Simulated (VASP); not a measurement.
Input of a VASP 6.6.1 run:

File POSCAR:

```
ZnO
1.0
    0.0000000000      2.1277174743      2.1277174743
    2.1277174743      0.0000000000      2.1277174743
    2.1277174743      2.1277174743      0.0000000000
Zn O
1 1
Direct
    0.0000000000      0.0000000000      0.0000000000
    0.5000000000      0.5000000000      0.5000000000
```

INCAR.step1

```
SYSTEM = ZnO
ALGO = Normal ; EDIFF = 1E-4
ENCUT = 520 ; GGA = PE
ISMEAR = -1 ; LASPH = .TRUE.
LCHARG = .FALSE. ; LREAL = .FALSE.
LWAVE = .TRUE. ; NBANDS = 16
NELM = 60 ; PREC = Accurate
SIGMA = 0.1
```

INCAR.step2

```
SYSTEM = ZnO
ALGO = Normal ; EDIFF = 1E-6
ENCUT = 520 ; ISIF = 2
ISMEAR = -1 ; ISTART = 1
LASPH = .TRUE. ; LCHARG = .FALSE.
LMIXTAU = .TRUE. ; LREAL = .FALSE.
LWAVE = .FALSE. ; METAGGA = R2SCAN
NBANDS = 16 ; NELM = 60
PREC = Accurate ; SIGMA = 0.1
```

File KPOINTS:

```
k-points
0
G
  13 13 13
  0 0 0
```

Potentials or basis: VASP PAW PBE potentials, release 64 (Zn, O).

Launch:

```bash
$ cat potpaw_PBE.64/Zn/POTCAR potpaw_PBE.64/O/POTCAR > POTCAR
$ cp INCAR.step1 INCAR
$ mpirun -np 1 vasp_std > vasp.out
$ cp INCAR.step2 INCAR
$ mpirun -np 1 vasp_std > vasp.out
```

**Question.** Predict the band gap on the k mesh.

**Answer.** 1.61 eV, indirect (least direct gap 3.06 eV).

**Question.** What does it give for the pressure?

**Answer.** 3.1 GPa.

Caveat: the PAW data sets were made with another functional, which shifts forces and pressure a little. A k mesh can miss the band edges.
